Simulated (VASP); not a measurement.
# FeGe (P2_13) in VASP: notebook

Runs on FeGe. Level: LDA. Tasks: single point.

Everything below comes from runs of VASP 6.6.1. Logs are shortened: lines on timing, memory, paths and dates and some standing lists are left out, and cuts for length are marked.

**1. The cell of the first run**

The structure is cubic, space group P2_13 (No. 198). Conventional cell: a = 4.652 Å, b = 4.652 Å, c = 4.652 Å, α = 90.00°, β = 90.00°, γ = 90.00°. Fe (site symmetry 3) has 7 Ge at 2.36 to 2.67 Å and 6 Fe at 2.85 Å within 3.1 Å. Ge (site symmetry 3) has 7 Fe at 2.36 to 2.67 Å and 6 Ge at 2.89 Å within 3.1 Å.

**2. Single point, LDA (12.58 Å³/atom)**

INCAR reads:

```
PREC = Accurate
ENCUT = 520
EDIFF = 1E-6
ISMEAR = 0
SIGMA = 0.03
LREAL = F
LASPH = T
NELM = 100
ALGO = Normal
ISIF = 2
LWAVE = F
LCHARG = F
GGA = CA
NBANDS = 54
```

KPOINTS reads:

```
regular mesh
0
Gamma
  10 10 10
```

POSCAR reads:

```
FeGe
1.0
    4.6520270573      0.0000000000      0.0000000000
    0.0000000000      4.6520270573      0.0000000000
    0.0000000000      0.0000000000      4.6520270573
Fe Ge
4 4
Direct
    0.1290790056      0.1290790056      0.1290790056
    0.3709209944      0.8709209944      0.6290790056
    0.6290790056      0.3709209944      0.8709209944
    0.8709209944      0.6290790056      0.3709209944
    0.8362046631      0.8362046631      0.8362046631
    0.6637953369      0.1637953369      0.3362046631
    0.3362046631      0.6637953369      0.1637953369
    0.1637953369      0.3362046631      0.6637953369
```

Potentials or basis: VASP PAW LDA potentials, release 64 (Fe, Ge_d).

Run with:

```sh
> cat potpaw_LDA.64/Fe/POTCAR potpaw_LDA.64/Ge_d/POTCAR > POTCAR
> mpirun -np 1 vasp_std > vasp.out
```

OUTCAR:

```text
PREC = Accurate
   ENCUT = 520
   EDIFF = 1E-6
   ISMEAR = 0
   LREAL = F
   LASPH = T
   NELM = 100
   ISIF = 2
   GGA = CA

 ion  position               nearest neighbor table
   1  0.129  0.129  0.129-   5 2.36   6 2.37   7 2.37   8 2.37   7 2.67   8 2.67   6 2.67   3 2.85
                             4 2.85   2 2.85   2 2.85   4 2.85   3 2.85
   2  0.371  0.871  0.629-   6 2.36   5 2.37   7 2.37   8 2.37   7 2.67   8 2.67   5 2.67   1 2.85
                             1 2.85   3 2.85   3 2.85   4 2.85   4 2.85
   3  0.629  0.371  0.871-   7 2.36   6 2.37   5 2.37   8 2.37   8 2.67   6 2.67   5 2.67   1 2.85
                             4 2.85   2 2.85   2 2.85   4 2.85   1 2.85
   4  0.871  0.629  0.371-   8 2.36   6 2.37   7 2.37   5 2.37   6 2.67   5 2.67   7 2.67   1 2.85
                             3 2.85   2 2.85   1 2.85   2 2.85   3 2.85
   5  0.836  0.836  0.836-   1 2.36   2 2.37   3 2.37   4 2.37   3 2.67   4 2.67   2 2.67   6 2.89
                             7 2.89   8 2.89   6 2.89   8 2.89   7 2.89
   6  0.664  0.164  0.336-   2 2.36   1 2.37   3 2.37   4 2.37   3 2.67   4 2.67   1 2.67   8 2.89
                             5 2.89   5 2.89   7 2.89   7 2.89   8 2.89
   7  0.336  0.664  0.164-   3 2.36   2 2.37   1 2.37   4 2.37   4 2.67   2 2.67   1 2.67   8 2.89
                             5 2.89   8 2.89   6 2.89   6 2.89   5 2.89
   8  0.164  0.336  0.664-   4 2.36   2 2.37   3 2.37   1 2.37   2 2.67   1 2.67   3 2.67   7 2.89
                             5 2.89   7 2.89   5 2.89   6 2.89   6 2.89

  LATTYP: Found a simple cubic cell.
 ALAT       =     4.6520270573

  Lattice vectors:

 A1 = (   4.6520270573,   0.0000000000,   0.0000000000)
 A2 = (   0.0000000000,   4.6520270573,   0.0000000000)
 A3 = (   0.0000000000,   0.0000000000,   4.6520270573)

Analysis of symmetry for initial positions (statically):
=====================================================================
 Subroutine PRICEL returns:
 Original cell was already a primitive cell.

 Routine SETGRP: Setting up the symmetry group for a
 simple cubic supercell.

 Subroutine GETGRP returns: Found 12 space group operations
 (whereof  3 operations were pure point group operations)
 out of a pool of 48 trial point group operations.

The static configuration has the point symmetry C_3 .
 The point group associated with its full space group is T   .

Analysis of symmetry for dynamics (positions and initial velocities):
=====================================================================
 Subroutine PRICEL returns:
 Original cell was already a primitive cell.

 Routine SETGRP: Setting up the symmetry group for a
 simple cubic supercell.

 Subroutine GETGRP returns: Found 12 space group operations
 (whereof  3 operations were pure point group operations)
 out of a pool of 48 trial point group operations.

The dynamic configuration has the point symmetry C_3 .
 The point group associated with its full space group is T   .

 Subroutine INISYM returns: Found 12 space group operations
 (whereof  3 operations are pure point group operations),
 and found     1 'primitive' translations

----------------------------------------------------------------------------------------

                                     Primitive cell

  volume of cell :     100.6762

  direct lattice vectors                    reciprocal lattice vectors
     4.652027057  0.000000000  0.000000000     0.214960057  0.000000000  0.000000000
     0.000000000  4.652027057  0.000000000     0.000000000  0.214960057  0.000000000
     0.000000000  0.000000000  4.652027057     0.000000000  0.000000000  0.214960057

  length of vectors
     4.652027057  4.652027057  4.652027057     0.214960057  0.214960057  0.214960057

  position of ions in fractional coordinates (direct lattice)
     0.129079006  0.129079006  0.129079006
     0.370920994  0.870920994  0.629079006
     0.629079006  0.370920994  0.870920994
     0.870920994  0.629079006  0.370920994
     0.836204663  0.836204663  0.836204663
     0.663795337  0.163795337  0.336204663
     0.336204663  0.663795337  0.163795337
     0.163795337  0.336204663  0.663795337

  ion indices of the primitive-cell ions
   primitive index   ion index
                 1           1
                 2           2
                 3           3
                 4           4
                 5           5
                 6           6
                 7           7
                 8           8

----------------------------------------------------------------------------------------

 KPOINTS: regular mesh

Automatic generation of k-mesh.
 Grid dimensions read from file:
 generate k-points for:   10   10   10

 Generating k-lattice:

  Cartesian coordinates                     Fractional coordinates (reciprocal lattice)
     0.021496006  0.000000000  0.000000000     0.100000000  0.000000000  0.000000000
     0.000000000  0.021496006  0.000000000     0.000000000  0.100000000  0.000000000
     0.000000000  0.000000000  0.021496006     0.000000000  0.000000000  0.100000000

  Length of vectors
     0.021496006  0.021496006  0.021496006

  Shift w.r.t. Gamma in fractional coordinates (k-lattice)
     0.000000000  0.000000000  0.000000000

 Subroutine IBZKPT returns following result:
 ===========================================

 Found     76 irreducible k-points:

 Following reciprocal coordinates:
            Coordinates               Weight
  0.000000  0.000000  0.000000      1.000000
  0.100000  0.000000  0.000000      6.000000
  0.200000  0.000000  0.000000      6.000000
  0.300000  0.000000  0.000000      6.000000
  0.400000  0.000000  0.000000      6.000000
  0.500000  0.000000  0.000000      3.000000
[... 16 lines left out ...]
  0.300000  0.300000  0.000000     12.000000
  0.400000  0.300000  0.000000     12.000000
 [... further k-points ...]
   k-points           NKPTS =     76   k-points in BZ     NKDIM =     76   number of bands    NBANDS=     54
   number of dos      NEDOS =    301   number of ions     NIONS =      8
   total plane-waves  NPLWV =  46656
   dimension x,y,z NGX =    36 NGY =   36 NGZ =   36
   dimension x,y,z NGXF=    72 NGYF=   72 NGZF=   72
   ions per type =               4   4
   NGX,Y,Z   is equivalent  to a cutoff of  12.87, 12.87, 12.87 a.u.
   NGXF,Y,Z  is equivalent  to a cutoff of  25.73, 25.73, 25.73 a.u.
 SYSTEM =  unknown system
   PREC   = accura    normal or accurate (medium, high low for compatibility)
   ISTART =      0    job   : 0-new  1-cont  2-samecut
   ICHARG =      2    charge: 1-file 2-atom 10-const
   ISPIN  =      1    spin polarized calculation?
   LNONCOLLINEAR =      F non collinear calculations
   LSORBIT =      F    spin-orbit coupling
   LASPH  =      T    aspherical Exc in radial PAW
   ENCUT  =  520.0 eV  38.22 Ry    6.18 a.u.   8.65  8.65  8.65*2*pi/ulx,y,z
   NELM   =    100;   NELMIN=  2; NELMDL= -5     # of ELM steps
   EDIFF  = 0.1E-05   stopping-criterion for ELM
   LREAL  =      F    real-space projection
   EDIFFG = 0.1E-04   stopping-criterion for IOM
   NSW    =      0    number of steps for IOM
   IBRION =     -1    ionic relax: 0-MD 1-quasi-New 2-CG
   NFREE  =      0    steps in history (QN), initial steepest desc. (CG)
   ISIF   =      2    stress and relaxation
   ISYM   =      2    0-nonsym 1-usesym 2-fastsym
   POTIM  = 0.5000    time-step for ionic-motion
   TEBEG  =    0.0;   TEEND  =   0.0 temperature during run
   PSTRESS=    0.0 pullay stress
   NELECT =      88.0000    total number of electrons
   NUPDOWN=      -1.0000    fix difference up-down
   EMIN   =  10.00;   EMAX   =-10.00  energy-range for DOS
   EFERMI =   0.00;   METHOD = LEGACY
   ISMEAR =     0;   SIGMA  =   0.03  broadening in eV -4-tet -1-fermi 0-gaus
   EFERMI_NEDOS =   21; number of points for ismear=-14 and -15
   IALGO  =     38    algorithm
   IMIX   =      4    mixing-type and parameters
     AMIX     =   0.40;   BMIX     =  1.00
     AMIX_MAG =   1.60;   BMIX_MAG =  1.00
  volume/ion in A,a.u.               =      12.58        84.92
  Fermi-wavevector in a.u.,A,eV,Ry     =   1.565285  2.957960 33.335878  2.450118
  Thomas-Fermi vector in A             =   2.667784
   LORBIT       =      0    0 simple, 1 ext, 2 COOP (PROOUT), +10 PAW based schemes
   GGA     = CA    functional components
   LHFCALC =     F    Hartree Fock is set to
   AEXX    =    0.0000 exact exchange contribution
   IVDW    =     0    specifies the selected vdW correction
   LEPSILON=     F    determine dielectric tensor
   LRPA    =     F    only Hartree local field effects (RPA)
 non-spin polarized calculation
 Gauss-broadening in eV      SIGMA  =   0.03
  energy-cutoff  :      520.00
  volume of cell :      100.68
 maximum number of plane-waves:      2800
   NGX = 17   NGY = 17   NGZ = 17

 number of electron      88.0000033 magnetization

 Free energy of the ion-electron system (eV)
  ---------------------------------------------------
  ext. energy  EPLUGINS =         0.00000000
  ---------------------------------------------------
  free energy    TOTEN  =       -59.56748682 eV

  energy without entropy =      -59.56724894  energy(sigma->0) =      -59.56736788

 E-fermi :   7.8798     XC(G=0): -13.3007

 val. band max:        7.8383504898   @ k =   0.2000   0.0000   0.0000
 cond. band min:       7.9279414426   @ k =   0.3000   0.2000   0.0000
 fundamental gap:      0.0895909528
 Fermi energy:         7.8798397780

 k-point     1 :       0.0000    0.0000    0.0000
  band No.  band energies     occupation
      1     -16.7069      2.00000
      2     -16.7069      2.00000
      3     -16.7069      2.00000
      4     -16.6689      2.00000
      5     -16.6689      2.00000
      6     -16.6689      2.00000
[... 46 lines left out ...]
     53      11.9165      0.00000
     54      11.9165      0.00000

 k-point     2 :       0.1000    0.0000    0.0000
  band No.  band energies     occupation
      1     -16.7077      2.00000
      2     -16.7065      2.00000
      3     -16.7063      2.00000
      4     -16.6700      2.00000
      5     -16.6688      2.00000
      6     -16.6651      2.00000
[... 1246 lines left out ...]
 k-point    24 :       0.4000    0.3000    0.0000
  band No.  band energies     occupation
      1     -16.7070      2.00000
      2     -16.7051      2.00000
      3     -16.6925      2.00000
      4     -16.6794      2.00000
      5     -16.6717      2.00000
      6     -16.6632      2.00000
[... 46 lines left out ...]
     53      11.7160      0.00000
     54      12.2395      0.00000

 [... further k-points ...]

------------------------ aborting loop because EDIFF is reached ----------------------------------------

  FORCE on cell =-STRESS in cart. coord.  units (eV):
  Direction    XX          YY          ZZ          XY          YZ          ZX
  --------------------------------------------------------------------------------------
  -------------------------------------------------------------------------------------
  Total       -7.6508586     -7.6508586     -7.6508586      0.0000000      0.0000000      0.0000000
  in kB     -121.7570340   -121.7570340   -121.7570340      0.0000000      0.0000000      0.0000000
  external PRESSURE =    -121.7570340 kB  Pullay stress =       0.0000000 kB

 VOLUME and BASIS-vectors are now :
 -----------------------------------------------------------------------------
  energy-cutoff  :      520.00
  volume of cell :      100.68
      direct lattice vectors                 reciprocal lattice vectors
     4.652027057  0.000000000  0.000000000     0.214960057  0.000000000  0.000000000
     0.000000000  4.652027057  0.000000000     0.000000000  0.214960057  0.000000000
     0.000000000  0.000000000  4.652027057     0.000000000  0.000000000  0.214960057

 POSITION                                       TOTAL-FORCE (eV/Angst)
 -----------------------------------------------------------------------------------
      0.60048      0.60048      0.60048         0.023321      0.023321      0.023321
      1.72553      4.05155      2.92649        -0.023321     -0.023321      0.023321
      2.92649      1.72553      4.05155         0.023321     -0.023321     -0.023321
      4.05155      2.92649      1.72553        -0.023321      0.023321     -0.023321
      3.89005      3.89005      3.89005         0.005136      0.005136      0.005136
      3.08799      0.76198      1.56403        -0.005136     -0.005136      0.005136
      1.56403      3.08799      0.76198         0.005136     -0.005136     -0.005136
      0.76198      1.56403      3.08799        -0.005136      0.005136     -0.005136
 -----------------------------------------------------------------------------------
    total drift:                                0.000000      0.000000     -0.000000

  FREE ENERGIE OF THE ION-ELECTRON SYSTEM (eV)
  ---------------------------------------------------
  free  energy   TOTEN  =       -59.5674868187 eV

  energy  without entropy=      -59.5672489416  energy(sigma->0) =      -59.56736788
```

Run time: 2.7 min. Hardware: 1 thread of AMD EPYC 9R45 (Zen 5), shared host; peak memory 0.37 GiB.

What came out:

| Property | Result |
| --- | --- |
| Free energy | -59.5675 eV |
| Pressure | -12.2 GPa |
| Largest force | 0.040 eV/Å |
| Band gap on the k mesh | 0.09 eV (least direct gap 0.12 eV) |

Forces in eV/Å, atoms in the order of the input:
```
Fe   0.023  0.023  0.023
Fe  -0.023 -0.023  0.023
Fe   0.023 -0.023 -0.023
Fe  -0.023  0.023 -0.023
Ge   0.005  0.005  0.005
Ge  -0.005 -0.005  0.005
Ge   0.005 -0.005 -0.005
Ge  -0.005  0.005 -0.005
```

Levels at points of the mesh, in eV from the valence-band top:
| k point | band 41 | band 42 | band 43 | band 44 | band 45 | band 46 | band 47 | band 48 |
| --- | --- | --- | --- | --- | --- | --- | --- | --- |
| (0.00, 0.00, 0.00) | -0.22 | -0.22 | -0.04 | -0.04 | 0.43 | 0.43 | 0.43 | 2.32 |
| (0.50, 0.00, 0.00) | -0.31 | -0.31 | -0.03 | -0.03 | 0.13 | 0.13 | 1.47 | 1.47 |
| (0.50, 0.50, 0.00) | -0.87 | -0.87 | -0.29 | -0.29 | 0.53 | 0.53 | 0.93 | 0.93 |
| (0.50, 0.50, 0.50) | -0.48 | -0.48 | -0.48 | -0.48 | 0.33 | 0.33 | 0.33 | 0.33 |

Caveat: the cell stands under tension.

(Continued in part 2 of 2.)
